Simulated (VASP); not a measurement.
# LiCl (Fm-3m) in VASP: notebook, part 2 of 2

VASP 6.6.1. Earlier steps stand in the parts before.

## Step 4: Single point, PBEsol

The input, INCAR:

```
ALGO = Normal ; EDIFF = 1E-7
ENCUT = 520 ; GGA = PS
ISIF = 2 ; ISMEAR = 0
LASPH = T ; LCHARG = T
LELF = T ; LREAL = F
LVHAR = T ; LWAVE = F
NBANDS = 12 ; NELM = 80
PREC = Accurate ; SIGMA = 0.01
```

The input, KPOINTS:

```
k-points
0
Gamma
  6 6 6
```

The input, POSCAR:

```
LiCl
1.0
    0.0000000000      2.5560252063      2.5560252063
    2.5560252063      0.0000000000      2.5560252063
    2.5560252063      2.5560252063      0.0000000000
Li Cl
1 1
Direct
    0.0000000000      0.0000000000      0.0000000000
    0.5000000000      0.5000000000      0.5000000000
```

Potentials or basis: VASP PAW PBE potentials, release 64 (Li_sv, Cl).

Run with:

```sh
cat potpaw_PBE.64/Li_sv/POTCAR potpaw_PBE.64/Cl/POTCAR > POTCAR
mpirun -np 1 vasp_std > vasp.out
```

OUTCAR:

```text
EDIFF = 1E-7
   ENCUT = 520
   GGA = PS
   ISIF = 2
   ISMEAR = 0
   LASPH = T
   LREAL = F
   NELM = 80
   PREC = Accurate

 ion  position               nearest neighbor table
   1  0.000  0.000  0.000-   2 2.56   2 2.56   2 2.56   2 2.56   2 2.56   2 2.56
   2  0.500  0.500  0.500-   1 2.56   1 2.56   1 2.56   1 2.56   1 2.56   1 2.56

  LATTYP: Found a face centered cubic cell.
 ALAT       =     5.1120504126

  Lattice vectors:

 A1 = (   0.0000000000,   2.5560252063,   2.5560252063)
 A2 = (   2.5560252063,   0.0000000000,   2.5560252063)
 A3 = (   2.5560252063,   2.5560252063,   0.0000000000)

Analysis of symmetry for initial positions (statically):
=====================================================================
 Subroutine PRICEL returns:
 Original cell was already a primitive cell.

 Routine SETGRP: Setting up the symmetry group for a
 face centered cubic supercell.

 Subroutine GETGRP returns: Found 48 space group operations
 (whereof 48 operations were pure point group operations)
 out of a pool of 48 trial point group operations.

The static configuration has the point symmetry O_h .

Analysis of symmetry for dynamics (positions and initial velocities):
=====================================================================
 Subroutine PRICEL returns:
 Original cell was already a primitive cell.

 Routine SETGRP: Setting up the symmetry group for a
 face centered cubic supercell.

 Subroutine GETGRP returns: Found 48 space group operations
 (whereof 48 operations were pure point group operations)
 out of a pool of 48 trial point group operations.

The dynamic configuration has the point symmetry O_h .

 Subroutine INISYM returns: Found 48 space group operations
 (whereof 48 operations are pure point group operations),
 and found     1 'primitive' translations

----------------------------------------------------------------------------------------

                                     Primitive cell

  volume of cell :      33.3984

  direct lattice vectors                    reciprocal lattice vectors
     0.000000000  2.556025206  2.556025206    -0.195616224  0.195616224  0.195616224
     2.556025206  0.000000000  2.556025206     0.195616224 -0.195616224  0.195616224
     2.556025206  2.556025206  0.000000000     0.195616224  0.195616224 -0.195616224

  length of vectors
     3.614765513  3.614765513  3.614765513     0.338817239  0.338817239  0.338817239

  position of ions in fractional coordinates (direct lattice)
     0.000000000  0.000000000  0.000000000
     0.500000000  0.500000000  0.500000000

  ion indices of the primitive-cell ions
   primitive index   ion index
                 1           1
                 2           2

----------------------------------------------------------------------------------------

 KPOINTS: k-points

Automatic generation of k-mesh.
 Grid dimensions read from file:
 generate k-points for:    6    6    6

 Generating k-lattice:

  Cartesian coordinates                     Fractional coordinates (reciprocal lattice)
    -0.032602704  0.032602704  0.032602704     0.166666667  0.000000000  0.000000000
     0.032602704 -0.032602704  0.032602704     0.000000000  0.166666667  0.000000000
     0.032602704  0.032602704 -0.032602704     0.000000000  0.000000000  0.166666667

  Length of vectors
     0.056469540  0.056469540  0.056469540

  Shift w.r.t. Gamma in fractional coordinates (k-lattice)
     0.000000000  0.000000000  0.000000000

 Subroutine IBZKPT returns following result:
 ===========================================

 Found     16 irreducible k-points:

 Following reciprocal coordinates:
            Coordinates               Weight
  0.000000  0.000000  0.000000      1.000000
  0.166667  0.000000  0.000000      8.000000
  0.333333  0.000000  0.000000      8.000000
  0.500000  0.000000  0.000000      4.000000
  0.166667  0.166667  0.000000      6.000000
  0.333333  0.166667  0.000000     24.000000
[... 8 lines left out ...]
 -0.333333  0.333333  0.166667     24.000000
 -0.333333  0.500000  0.166667     12.000000
   k-points           NKPTS =     16   k-points in BZ     NKDIM =     16   number of bands    NBANDS=     12
   number of dos      NEDOS =    301   number of ions     NIONS =      2
   total plane-waves  NPLWV =  21952
   dimension x,y,z NGX =    28 NGY =   28 NGZ =   28
   dimension x,y,z NGXF=    56 NGYF=   56 NGZF=   56
   ions per type =               1   1
   NGX,Y,Z   is equivalent  to a cutoff of  12.88, 12.88, 12.88 a.u.
   NGXF,Y,Z  is equivalent  to a cutoff of  25.75, 25.75, 25.75 a.u.
 SYSTEM =  unknown system
   PREC   = accura    normal or accurate (medium, high low for compatibility)
   ISTART =      0    job   : 0-new  1-cont  2-samecut
   ICHARG =      2    charge: 1-file 2-atom 10-const
   ISPIN  =      1    spin polarized calculation?
   LNONCOLLINEAR =      F non collinear calculations
   LSORBIT =      F    spin-orbit coupling
   LASPH  =      T    aspherical Exc in radial PAW
   ENCUT  =  520.0 eV  38.22 Ry    6.18 a.u.   6.72  6.72  6.72*2*pi/ulx,y,z
   NELM   =     80;   NELMIN=  2; NELMDL= -5     # of ELM steps
   EDIFF  = 0.1E-06   stopping-criterion for ELM
   LREAL  =      F    real-space projection
   EDIFFG = 0.1E-05   stopping-criterion for IOM
   NSW    =      0    number of steps for IOM
   IBRION =     -1    ionic relax: 0-MD 1-quasi-New 2-CG
   NFREE  =      0    steps in history (QN), initial steepest desc. (CG)
   ISIF   =      2    stress and relaxation
   ISYM   =      2    0-nonsym 1-usesym 2-fastsym
   POTIM  = 0.5000    time-step for ionic-motion
   TEBEG  =    0.0;   TEEND  =   0.0 temperature during run
   PSTRESS=    0.0 pullay stress
   NELECT =      10.0000    total number of electrons
   NUPDOWN=      -1.0000    fix difference up-down
   EMIN   =  10.00;   EMAX   =-10.00  energy-range for DOS
   EFERMI =   0.00;   METHOD = LEGACY
   ISMEAR =     0;   SIGMA  =   0.01  broadening in eV -4-tet -1-fermi 0-gaus
   EFERMI_NEDOS =   21; number of points for ismear=-14 and -15
   IALGO  =     38    algorithm
   IMIX   =      4    mixing-type and parameters
     AMIX     =   0.40;   BMIX     =  1.00
     AMIX_MAG =   1.60;   BMIX_MAG =  1.00
  volume/ion in A,a.u.               =      16.70       112.69
  Fermi-wavevector in a.u.,A,eV,Ry     =   1.095216  2.069658 16.320156  1.199498
  Thomas-Fermi vector in A             =   2.231535
   LORBIT       =      0    0 simple, 1 ext, 2 COOP (PROOUT), +10 PAW based schemes
   GGA     = PS    functional components
   LHFCALC =     F    Hartree Fock is set to
   AEXX    =    0.0000 exact exchange contribution
   IVDW    =     0    specifies the selected vdW correction
   LEPSILON=     F    determine dielectric tensor
   LRPA    =     F    only Hartree local field effects (RPA)
 non-spin polarized calculation
 Gauss-broadening in eV      SIGMA  =   0.01
  energy-cutoff  :      520.00
  volume of cell :       33.40
 maximum number of plane-waves:       934
   NGX = 13   NGY = 13   NGZ = 13

 number of electron      10.0000003 magnetization

 Free energy of the ion-electron system (eV)
  ---------------------------------------------------
  ext. energy  EPLUGINS =         0.00000000
  ---------------------------------------------------
  free energy    TOTEN  =        -7.63652213 eV

  energy without entropy =       -7.63652213  energy(sigma->0) =       -7.63652213

 E-fermi :   0.7008     XC(G=0):  -8.9548

 val. band max:        0.6122871037   @ k =   0.0000   0.0000   0.0000
 cond. band min:       6.8075906208   @ k =   0.0000   0.0000   0.0000
 fundamental gap:      6.1953035172
 Fermi energy:         0.7008285443

 k-point     1 :       0.0000    0.0000    0.0000
  band No.  band energies     occupation
      1     -42.1863      2.00000
      2     -12.8169      2.00000
      3       0.6123      2.00000
      4       0.6123      2.00000
      5       0.6123      2.00000
      6       6.8076      0.00000
      7      12.4325      0.00000
      8      12.4325      0.00000
      9      12.4325      0.00000
     10      15.0873      0.00000
     11      15.0874      0.00000
     12      15.0881      0.00000
[... 211 lines left out ...]
 k-point    16 :      -0.3333    0.5000    0.1667
  band No.  band energies     occupation
      1     -42.1822      2.00000
      2     -11.9711      2.00000
      3      -2.0183      2.00000
      4      -1.1098      2.00000
      5      -0.4985      2.00000
      6       9.2724      0.00000
      7       9.8474      0.00000
      8      11.8919      0.00000
      9      11.9441      0.00000
     10      15.4926      0.00000
     11      17.8173      0.00000
     12      19.3350      0.00000

------------------------ aborting loop because EDIFF is reached ----------------------------------------

  FORCE on cell =-STRESS in cart. coord.  units (eV):
  Direction    XX          YY          ZZ          XY          YZ          ZX
  --------------------------------------------------------------------------------------
  -------------------------------------------------------------------------------------
  Total       -0.2072646     -0.2072646     -0.2072646     -0.0000000      0.0000000      0.0000000
  in kB       -9.9428375     -9.9428375     -9.9428375     -0.0000000      0.0000000      0.0000000
  external PRESSURE =      -9.9428375 kB  Pullay stress =       0.0000000 kB

 VOLUME and BASIS-vectors are now :
 -----------------------------------------------------------------------------
  energy-cutoff  :      520.00
  volume of cell :       33.40
      direct lattice vectors                 reciprocal lattice vectors
     0.000000000  2.556025206  2.556025206    -0.195616224  0.195616224  0.195616224
     2.556025206  0.000000000  2.556025206     0.195616224 -0.195616224  0.195616224
     2.556025206  2.556025206  0.000000000     0.195616224  0.195616224 -0.195616224

 POSITION                                       TOTAL-FORCE (eV/Angst)
 -----------------------------------------------------------------------------------
      0.00000      0.00000      0.00000         0.000000     -0.000000     -0.000000
      2.55603      2.55603      2.55603        -0.000000      0.000000      0.000000
 -----------------------------------------------------------------------------------
    total drift:                                0.000000      0.000000      0.000000

  FREE ENERGIE OF THE ION-ELECTRON SYSTEM (eV)
  ---------------------------------------------------
  free  energy   TOTEN  =        -7.6365221335 eV

  energy  without entropy=       -7.6365221335  energy(sigma->0) =       -7.63652213
```

OSZICAR:

```text
N       E                     dE             d eps       ncg     rms          rms(c)
DAV:   1     0.414852264995E+02    0.41485E+02   -0.42159E+03   384   0.791E+02
DAV:   2    -0.504997810348E+01   -0.46535E+02   -0.45133E+02   472   0.144E+02
DAV:   3    -0.763487087639E+01   -0.25849E+01   -0.25772E+01   496   0.353E+01
DAV:   4    -0.769003898108E+01   -0.55168E-01   -0.55149E-01   540   0.537E+00
DAV:   5    -0.769057809513E+01   -0.53911E-03   -0.53911E-03   500   0.512E-01    0.229E+00
DAV:   6    -0.763554659805E+01    0.55031E-01   -0.10835E-01   508   0.152E+00    0.155E+00
DAV:   7    -0.763459404929E+01    0.95255E-03   -0.34220E-02   596   0.975E-01    0.755E-01
DAV:   8    -0.763650878772E+01   -0.19147E-02   -0.34240E-03   480   0.414E-01    0.113E-01
DAV:   9    -0.763649524084E+01    0.13547E-04   -0.15183E-04   492   0.848E-02    0.406E-02
DAV:  10    -0.763652085605E+01   -0.25615E-04   -0.50248E-05   444   0.485E-02    0.316E-02
DAV:  11    -0.763652177516E+01   -0.91911E-06   -0.68722E-06   496   0.164E-02    0.291E-03
DAV:  12    -0.763652189620E+01   -0.12104E-06   -0.18211E-07   472   0.346E-03    0.236E-03
DAV:  13    -0.763652213442E+01   -0.23822E-06   -0.60514E-08   288   0.154E-03    0.192E-04
DAV:  14    -0.763652213349E+01    0.93553E-09   -0.12049E-08   248   0.778E-04
   1 F= -.76365221E+01 E0= -.76365221E+01  d E =-.703198E-38
```

It took 12 s on 1 thread of AMD EPYC 7R43 (Zen 3), shared host; peak memory 0.11 GiB.

What came out:

* Free energy: -7.6365 eV
* Band gap on the k mesh: 6.20 eV, direct

Levels at points of the mesh, in eV from the valence-band top:
| k point | band 3 | band 4 | band 5 | band 6 | band 7 | band 8 |
| --- | --- | --- | --- | --- | --- | --- |
| (0.00, 0.00, 0.00) | 0.00 | 0.00 | 0.00 | 6.20 | 11.82 | 11.82 |
| (0.50, 0.00, 0.00) | -2.91 | -0.27 | -0.27 | 6.57 | 9.40 | 9.40 |
| (0.50, 0.50, 0.00) | -3.01 | -1.14 | -1.14 | 7.79 | 8.07 | 12.36 |

Caveat: the cutoff is under 1.25 times the usual one of these potentials, so pressure, stress and relaxed cells hold a basis-set (Pulay) error; the PAW data sets were made with another functional, which shifts forces and pressure a little.

## Step 5: Single point, r2SCAN

POSCAR is that of step 4.

The input, INCAR.step1:

```
PREC = Accurate
ENCUT = 520
ISMEAR = 0
SIGMA = 0.01
LREAL = F
LASPH = T
NELM = 80
NBANDS = 12
GGA = PE
ALGO = Normal
EDIFF = 1E-4
LWAVE = T
LCHARG = F
```

The input, INCAR.step2:

```
PREC = Accurate
ENCUT = 520
EDIFF = 1E-7
ISMEAR = 0
SIGMA = 0.01
LREAL = F
LASPH = T
NELM = 80
ALGO = Normal
ISIF = 2
LWAVE = F
LCHARG = F
METAGGA = R2SCAN
LMIXTAU = T
NBANDS = 12
ISTART = 1
```

The input, KPOINTS:

```
regular mesh
0
Gamma
  5 5 5
```

Run with:

```sh
cat potpaw_PBE.64/Li_sv/POTCAR potpaw_PBE.64/Cl/POTCAR > POTCAR
cp INCAR.step1 INCAR
mpirun -np 1 vasp_std > vasp.out
cp INCAR.step2 INCAR
mpirun -np 1 vasp_std > vasp.out
```

Run time: 44 s. Hardware: 1 thread of AMD EPYC 7R43 (Zen 3), shared host; peak memory 0.11 GiB.

It converged, with:

- Free energy: -12.5872 eV
- Band gap on the k mesh: 7.36 eV, direct

Levels at points of the mesh, in eV from the valence-band top:
```csv
k point,band 1,band 2,band 3,band 4,band 5,band 6,band 7,band 8,band 9,band 10
"(0.00, 0.00, 0.00)",-44.80,-14.02,0.00,0.00,0.00,7.36,12.67,12.67,12.67,15.41
```

Caveat: the k points lie up to 0.43 Å⁻¹ apart; the cutoff is under 1.25 times the usual one of these potentials, so pressure, stress and relaxed cells hold a basis-set (Pulay) error; the PAW data sets were made with another functional, which shifts forces and pressure a little. r2SCAN opens gaps a little over a GGA but as a rule still falls short of measured ones.

## Step 6: The runs side by side

| level | k mesh | smearing | grid for exact exchange (PRECFOCK) | share of exact exchange | screening parameter | gap on the mesh (eV) |
| --- | --- | --- | --- | --- | --- | --- |
| PBE-based screened hybrid | 4 × 4 × 4 | gaussian 0.01 eV | Normal | 0.1 | 0.3 1/Å | 6.86 |
| HSE06 | 4 × 4 × 4 | gaussian 0.5 eV | Normal | - | 0.2079 1/Å | 7.80 |
| PBEsol | 6 × 6 × 6 | gaussian 0.01 eV | - | - | - | 6.20 |
| r2SCAN | 5 × 5 × 5 | gaussian 0.01 eV | - | - | - | 7.36 |

Alike in all rows: task single point; potentials or basis VASP PAW PBE potentials, release 64 (Li_sv, Cl); no spin polarisation; cell as given; cutoff (eV) 520.

Caveats: some runs use coarse meshes; the cutoff is under 1.25 times the usual one of these potentials, so pressure, stress and relaxed cells hold a basis-set (Pulay) error; the PAW data sets were made with another functional, which shifts forces and pressure a little.

Absolute energies hang on the potentials; compare differences alone.
